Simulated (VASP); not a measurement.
Runs of VASP 6.6.1 on BP. Symmetry: Fm-3m, No. 225, cubic system. Conventional cell: a = 4.311 Å, b = 4.311 Å, c = 4.311 Å, α = 90.00°, β = 90.00°, γ = 90.00°. B (site symmetry m-3m) has 6 P at 2.16 Å within 2.9 Å. P (site symmetry m-3m) has 6 B at 2.16 Å within 2.9 Å. 

```tsv
level	spin	k mesh	cutoff (eV)	smearing	grid for exact exchange (PRECFOCK)	share of exact exchange	screening parameter	gap on the mesh (eV)	pressure (GPa)
PBEsol	off	8 × 8 × 8	500	methfessel-paxton 0.2 eV	-	-	-	none	-3.4
PBEsol	off	8 × 8 × 8	500	gaussian 0.2 eV	-	-	-	none	-3.2
PBEsol	off	8 × 8 × 8	500	fermi-dirac 0.02 eV	-	-	-	none	-3.5
PBE-based screened hybrid	off	4 × 4 × 4	520	fermi-dirac 0.02 eV	Normal	0.35	0.5 1/Å	none	(a)
PBEsol	off	8 × 8 × 8	500	methfessel-paxton 0.05 eV	-	-	-	none	-3.6
HSE06	off	4 × 4 × 4	520	fermi-dirac 0.02 eV	Normal	-	0.2079 1/Å	none	-3.6
PBEsol	collinear, zero start	8 × 8 × 8	500	fermi-dirac 0.02 eV	-	-	-	none	-3.5
```

Alike in all rows: task single point; potentials or basis VASP PAW PBE potentials, release 64 (B, P); cell as given.

Estimate the missing entries.

(a) -2.1.

Caveats: some runs use coarse meshes; the PAW data sets were made with another functional, which shifts forces and pressure a little.

A gap of «none» marks levels without a gap at the run's occupations.
